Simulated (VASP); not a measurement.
**Al8Ni8CO2: single point with PBE+D3(BJ)**

System: Al8Ni8CO2, a slab with vacuum.

```xyz
19
Lattice="5.7194 0.0000 0.0000 0.0000 5.7194 0.0000 0.0000 0.0000 17.2896" Properties=species:S:1:pos:R:3 pbc="T T T"
Al    1.4292    1.4211    2.1650
Al    1.4128    1.4453    5.2756
Al    1.4282    4.2774    2.1613
Al    1.4187    4.2610    5.2354
Al    4.2955    1.4247    2.1291
Al    4.2479    1.3549    4.9849
Al    4.2965    4.2784    2.1577
Al    4.3291    4.1897    5.2870
Ni    0.0000    0.0000    1.0000
Ni    0.0528   -0.0613    3.8481
Ni    0.0000    2.8597    1.0000
Ni    0.0322    2.8294    3.7805
Ni    2.8597    0.0000    1.0000
Ni    2.8396   -0.0533    3.8311
Ni    2.8597    2.8597    1.0000
Ni    2.8585    2.8655    3.8373
C     5.6054    2.5504    6.7028
O     4.5870    1.5596    6.9391
O     5.1211    3.8873    6.7922
```

```json
{
  "Program": "VASP 6.6.1",
  "Task": "single point",
  "Functional": "PBE",
  "Dispersion": "D3(BJ)",
  "Potentials or basis": "VASP PAW PBE potentials, release 64 (Al, Ni, C, O)",
  "Cutoff": "520 eV",
  "k mesh": "3 × 3 × 1",
  "Occupations": "fermi-dirac, width 0.15 eV",
  "Spin": "collinear spin, ferromagnetic start",
  "Starting moments": "[0.0, 0.0, 0.0, 0.0, 0.0, 0.0, 0.0, 0.0, 0.8, 0.8, 0.8, 0.8, 0.8, 0.8, 0.8, 0.8, 0.0, 0.0, 0.0] μB"
}
```

The largest force is 3.812 eV/Å and the band gap on the k mesh is zero (filled and empty bands overlap). The net moment is 0.00 μB per cell and the valence electrons inside the program's atomic spheres are Al 0.83, 0.74, 0.76, 0.80, 0.79 (each value once); Ni 9.33, 9.41, 9.43, 9.32, 9.40 (each value once); C 2.22; O 4.98, 5.08. The dispersion energy per atom is -0.259 eV.

Forces in eV/Å, atoms in the order of the input:
```
Al   0.081 -0.032  0.997
Al  -0.564  0.423 -0.010
Al   0.071  0.084  0.939
Al  -0.005  0.079 -0.499
Al  -0.080 -0.027  1.085
Al   0.532  0.075  1.820
Al  -0.077  0.078  1.068
Al  -0.952  0.799 -2.151
Ni   0.074 -0.111 -0.741
Ni  -0.154 -0.032 -0.189
Ni   0.085 -0.044 -0.839
Ni  -0.169  0.075 -0.514
Ni  -0.039 -0.102 -0.778
Ni  -0.028 -0.136  0.178
Ni  -0.048 -0.028 -0.708
Ni  -0.172  0.060  0.142
C   -2.556 -1.659  0.228
O    2.239  2.629 -1.614
O    1.763 -2.130  1.584
```

Levels at points of the mesh, in eV from the Fermi level:
Spin up:
```csv
k point,band 59,band 60,band 61,band 62,band 63,band 64
"(0.00, 0.00, 0.00)",-0.59,-0.51,-0.39,-0.37,0.54,0.87
```
Spin down:
| k point | band 57 | band 58 | band 59 | band 60 | band 61 | band 62 | band 63 | band 64 | band 65 | band 66 |
| --- | --- | --- | --- | --- | --- | --- | --- | --- | --- | --- |
| (0.00, 0.00, 0.00) | -0.69 | -0.64 | -0.59 | -0.51 | -0.39 | -0.37 | 0.54 | 0.87 | 1.10 | 1.62 |

It took 33 min on 1 thread of AMD EPYC 7R13 Processor (Zen 3) (shared host), peak memory 1 GiB.

Caveat: the k points lie up to 0.37 Å⁻¹ apart, too coarse for converged energies and pressures of a metal. With open d or f shells a metallic result of PBE can be an artefact of self-interaction; +U or a hybrid may open a gap.
